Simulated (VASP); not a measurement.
# PbO (P4/nmm) in VASP: single point with PBE

Aim: the single point of PbO with PBE.

All numbers are computed with VASP 6.6.1; they aren't measurements. Logs are shortened: lines on timing, memory, paths and dates and some standing lists are left out, and cuts for length are marked.

**1. The cell of the first run**

The structure is tetragonal, space group P4/nmm (No. 129). Conventional cell: a = 3.974 Å, b = 3.974 Å, c = 5.022 Å, α = 90.00°, β = 90.00°, γ = 90.00°. Pb (site symmetry 4mm) has 4 O at 2.31 Å within 3.1 Å. Within 3.1 Å of O (site symmetry -4m2) lie 4 Pb at 2.31 Å and 4 O at 2.81 Å.

**2. Single point, PBE**

INCAR

```
SYSTEM = PbO
PREC     = Accurate       ! precision mode
ENCUT    = 520            ! plane-wave cutoff, eV
EDIFF    = 1E-6           ! SCF threshold, eV
ISMEAR   = -1             ! smearing method
SIGMA    = 0.03           ! smearing width, eV
LREAL    = .FALSE.        ! projectors in reciprocal space
LASPH    = .TRUE.         ! aspherical terms in the spheres
NELM     = 80             ! most SCF steps
ALGO     = Normal         ! electronic algorithm
ISIF     = 2              ! what is computed and relaxed
LWAVE    = .FALSE.        ! write WAVECAR
LCHARG   = .FALSE.        ! write CHGCAR
GGA      = PE             ! functional
NBANDS   = 28             ! bands
```

KPOINTS

```
regular mesh
0
G
  8 8 6
  0 0 0
```

POSCAR

```
PbO
1.0
    3.9744000000      0.0000000000      0.0000000000
    0.0000000000      3.9744000000      0.0000000000
    0.0000000000      0.0000000000      5.0220000000
Pb O
2 2
Direct
    0.0000000000      0.5000000000      0.2351000000
    0.5000000000      0.0000000000      0.7649000000
    0.0000000000      0.0000000000      0.0000000000
    0.5000000000      0.5000000000      0.0000000000
```

Potentials or basis: VASP PAW PBE potentials, release 64 (Pb_d, O).

Started as:

```bash
> cat potpaw_PBE.64/Pb_d/POTCAR potpaw_PBE.64/O/POTCAR > POTCAR
> mpirun -np 1 vasp_std > vasp.out
```

OUTCAR:

```text
SYSTEM = PbO
   PREC = Accurate
   ENCUT = 520
   EDIFF = 1E-6
   ISMEAR = -1
   LREAL = .FALSE.
   LASPH = .TRUE.
   NELM = 80
   ISIF = 2
   GGA = PE

 ion  position               nearest neighbor table
   1  0.000  0.500  0.235-   3 2.31   4 2.31   3 2.31   4 2.31   2 3.67   2 3.67   2 3.67   2 3.67
                             2 3.87   2 3.87   2 3.87   2 3.87
   2  0.500  0.000  0.765-   3 2.31   4 2.31   4 2.31   3 2.31   1 3.67   1 3.67   1 3.67   1 3.67
                             1 3.87   1 3.87   1 3.87   1 3.87
   3  0.000  0.000  0.000-   1 2.31   2 2.31   1 2.31   2 2.31
   4  0.500  0.500  0.000-   1 2.31   2 2.31   2 2.31   1 2.31

  LATTYP: Found a simple tetragonal cell.
 ALAT       =     3.9744000000
 C/A-ratio  =     1.2635869565

  Lattice vectors:

 A1 = (   3.9744000000,   0.0000000000,   0.0000000000)
 A2 = (   0.0000000000,   3.9744000000,   0.0000000000)
 A3 = (   0.0000000000,   0.0000000000,   5.0220000000)

Analysis of symmetry for initial positions (statically):
=====================================================================
 Subroutine PRICEL returns:
 Original cell was already a primitive cell.

 Routine SETGRP: Setting up the symmetry group for a
 simple tetragonal supercell.

 Subroutine GETGRP returns: Found 16 space group operations
 (whereof  8 operations were pure point group operations)
 out of a pool of 16 trial point group operations.

The static configuration has the point symmetry D_2d.
 The point group associated with its full space group is D_4h.

Analysis of symmetry for dynamics (positions and initial velocities):
=====================================================================
 Subroutine PRICEL returns:
 Original cell was already a primitive cell.

 Routine SETGRP: Setting up the symmetry group for a
 simple tetragonal supercell.

 Subroutine GETGRP returns: Found 16 space group operations
 (whereof  8 operations were pure point group operations)
 out of a pool of 16 trial point group operations.

The dynamic configuration has the point symmetry D_2d.
 The point group associated with its full space group is D_4h.

 Subroutine INISYM returns: Found 16 space group operations
 (whereof  8 operations are pure point group operations),
 and found     1 'primitive' translations

----------------------------------------------------------------------------------------

                                     Primitive cell

  volume of cell :      79.3268

  direct lattice vectors                    reciprocal lattice vectors
[... 91 lines left out ...]
   EDIFF  = 0.1E-05   stopping-criterion for ELM
   LREAL  =      F    real-space projection
   EDIFFG = 0.1E-04   stopping-criterion for IOM
   NSW    =      0    number of steps for IOM
   IBRION =     -1    ionic relax: 0-MD 1-quasi-New 2-CG
   NFREE  =      0    steps in history (QN), initial steepest desc. (CG)
   ISIF   =      2    stress and relaxation
   ISYM   =      2    0-nonsym 1-usesym 2-fastsym
   POTIM  = 0.5000    time-step for ionic-motion
   TEBEG  =    0.0;   TEEND  =   0.0 temperature during run
   PSTRESS=    0.0 pullay stress
   NELECT =      40.0000    total number of electrons
   NUPDOWN=      -1.0000    fix difference up-down
   EMIN   =  10.00;   EMAX   =-10.00  energy-range for DOS
   EFERMI =   0.00;   METHOD = LEGACY
   ISMEAR =    -1;   SIGMA  =   0.03  broadening in eV -4-tet -1-fermi 0-gaus
   EFERMI_NEDOS =   21; number of points for ismear=-14 and -15
   IALGO  =     38    algorithm
   IMIX   =      4    mixing-type and parameters
     AMIX     =   0.40;   BMIX     =  1.00
     AMIX_MAG =   1.60;   BMIX_MAG =  1.00
  volume/ion in A,a.u.               =      19.83       133.83
  Fermi-wavevector in a.u.,A,eV,Ry     =   1.303031  2.462372 23.101207  1.697891
  Thomas-Fermi vector in A             =   2.434060
   LORBIT       =      0    0 simple, 1 ext, 2 COOP (PROOUT), +10 PAW based schemes
   GGA     = PE    functional components
   LHFCALC =     F    Hartree Fock is set to
   AEXX    =    0.0000 exact exchange contribution
   IVDW    =     0    specifies the selected vdW correction
   LEPSILON=     F    determine dielectric tensor
   LRPA    =     F    only Hartree local field effects (RPA)
 non-spin polarized calculation
  energy-cutoff  :      520.00
  volume of cell :       79.33
 maximum number of plane-waves:      2171
 NGX is ok and might be reduce to    30
   NGX = 15   NGY = 15   NGZ = 19

 number of electron      39.9999997 magnetization

 Free energy of the ion-electron system (eV)
  ---------------------------------------------------
  ext. energy  EPLUGINS =         0.00000000
  ---------------------------------------------------
  free energy    TOTEN  =       -21.41097146 eV

  energy without entropy =      -21.41097146  energy(sigma->0) =      -21.41097146

 E-fermi :   5.7724     XC(G=0):  -9.8372

 val. band max:        5.1796215900   @ k =   0.1250   0.0000   0.0000
 cond. band min:       6.4260336014   @ k =   0.5000   0.5000   0.0000
 fundamental gap:      1.2464120114
 Fermi energy:         5.7723846470

 k-point     1 :       0.0000    0.0000    0.0000
  band No.  band energies     occupation
      1     -13.2867      2.00000
      2     -12.7383      2.00000
      3     -10.8565      2.00000
      4     -10.8565      2.00000
      5     -10.7934      2.00000
      6     -10.7741      2.00000
[... 733 lines left out ...]
     27      14.6413      0.00000
     28      14.6413      0.00000

 [... further k-points ...]

------------------------ aborting loop because EDIFF is reached ----------------------------------------

  FORCE on cell =-STRESS in cart. coord.  units (eV):
  Direction    XX          YY          ZZ          XY          YZ          ZX
  --------------------------------------------------------------------------------------
  -------------------------------------------------------------------------------------
  Total        2.6150791      2.6150791      2.1195207      0.0000000      0.0000000      0.0000000
  in kB       52.8172221     52.8172221     42.8083407      0.0000000      0.0000000      0.0000000
  external PRESSURE =      49.4809283 kB  Pullay stress =       0.0000000 kB

 VOLUME and BASIS-vectors are now :
 -----------------------------------------------------------------------------
  energy-cutoff  :      520.00
  volume of cell :       79.33
      direct lattice vectors                 reciprocal lattice vectors
     3.974400000  0.000000000  0.000000000     0.251610306  0.000000000  0.000000000
     0.000000000  3.974400000  0.000000000     0.000000000  0.251610306  0.000000000
     0.000000000  0.000000000  5.022000000     0.000000000  0.000000000  0.199123855

 POSITION                                       TOTAL-FORCE (eV/Angst)
 -----------------------------------------------------------------------------------
      0.00000      1.98720      1.18067         0.000000     -0.000000      0.496341
      1.98720      0.00000      3.84133        -0.000000      0.000000     -0.496341
      0.00000      0.00000      0.00000         0.000000      0.000000      0.000000
      1.98720      1.98720      0.00000         0.000000     -0.000000      0.000000
 -----------------------------------------------------------------------------------
    total drift:                                0.000000      0.000000     -0.000000

  FREE ENERGIE OF THE ION-ELECTRON SYSTEM (eV)
  ---------------------------------------------------
  free  energy   TOTEN  =       -21.4109714599 eV

  energy  without entropy=      -21.4109714599  energy(sigma->0) =      -21.41097146
```

OSZICAR:

```text
N       E                     dE             d eps       ncg     rms          rms(c)
DAV:   1     0.467305573446E+03    0.46731E+03   -0.19701E+04  3360   0.170E+03
DAV:   2     0.367864335450E+02   -0.43052E+03   -0.41292E+03  3444   0.453E+02
DAV:   3    -0.232015868602E+02   -0.59988E+02   -0.58267E+02  4228   0.183E+02
DAV:   4    -0.259507075640E+02   -0.27491E+01   -0.27385E+01  3932   0.409E+01
DAV:   5    -0.260340336864E+02   -0.83326E-01   -0.83319E-01  3784   0.768E+00    0.124E+01
DAV:   6    -0.215777631521E+02    0.44563E+01   -0.24035E+01  4936   0.396E+01    0.526E+00
DAV:   7    -0.214386502371E+02    0.13911E+00   -0.27994E+00  4104   0.118E+01    0.248E+00
DAV:   8    -0.214202263612E+02    0.18424E-01   -0.48856E-01  3716   0.467E+00    0.801E-01
DAV:   9    -0.214097911857E+02    0.10435E-01   -0.59957E-02  5448   0.203E+00    0.254E-01
DAV:  10    -0.214112522675E+02   -0.14611E-02   -0.11689E-02  3896   0.747E-01    0.100E-01
DAV:  11    -0.214110094995E+02    0.24277E-03   -0.23787E-03  5348   0.393E-01    0.612E-02
DAV:  12    -0.214109789059E+02    0.30594E-04   -0.27027E-04  4716   0.151E-01    0.291E-02
DAV:  13    -0.214109731017E+02    0.58041E-05   -0.72685E-05  4076   0.586E-02    0.713E-03
DAV:  14    -0.214109716354E+02    0.14664E-05   -0.52397E-06  3880   0.284E-02    0.113E-03
DAV:  15    -0.214109714599E+02    0.17546E-06   -0.54361E-07  1872   0.620E-03
   1 F= -.21410971E+02 E0= -.21410971E+02  d E =-.612385E-10
```

stdout:

```text
POSCAR found type information on POSCAR PbO
 POSCAR found :  2 types and       4 ions
 scaLAPACK will be used
 LDA part: xc-table for (Slater+PW92), standard interpolation
 POSCAR, INCAR and KPOINTS ok, starting setup
 FFT: planning ... GRIDC
 FFT: planning ... GRID_SOFT
 FFT: planning ... GRID
 WAVECAR not read
 entering main loop
```

It took 3.6 min on 1 thread of Intel Xeon 8259CL, shared host; peak memory 0.25 GiB.

Results:

```
Free energy            : -21.4110 eV
Pressure               : 4.9 GPa
Largest force          : 0.496 eV/Å
Band gap on the k mesh : 1.25 eV (least direct gap 2.32 eV)
```

Forces on the atoms (eV/Å):
```
Pb   0.000  0.000  0.496
Pb   0.000  0.000 -0.496
O    0.000  0.000  0.000
O    0.000  0.000  0.000
```

Levels at points of the mesh, in eV from the valence-band top:
| k point | band 17 | band 18 | band 19 | band 20 | band 21 | band 22 | band 23 | band 24 |
| --- | --- | --- | --- | --- | --- | --- | --- | --- |
| (0.00, 0.00, 0.00) | -1.74 | -1.71 | -1.71 | -0.01 | 2.36 | 5.45 | 5.69 | 5.69 |
| (0.50, 0.00, 0.00) | -3.06 | -3.06 | -1.66 | -1.66 | 3.40 | 3.40 | 6.56 | 6.56 |
| (0.50, 0.50, 0.00) | -1.66 | -1.66 | -1.08 | -1.08 | 1.25 | 1.25 | 5.31 | 5.31 |
| (0.00, 0.00, 0.50) | -1.77 | -1.74 | -1.74 | -0.95 | 1.95 | 4.05 | 4.05 | 4.28 |
| (0.50, 0.00, 0.50) | -3.02 | -3.02 | -1.00 | -1.00 | 3.08 | 3.08 | 6.37 | 6.37 |
| (0.50, 0.50, 0.50) | -2.23 | -2.23 | -1.08 | -1.08 | 3.48 | 3.48 | 4.74 | 4.74 |

Caveat: the cell stands under pressure; spin-orbit coupling is left out, which moves the levels of the heavy elements.
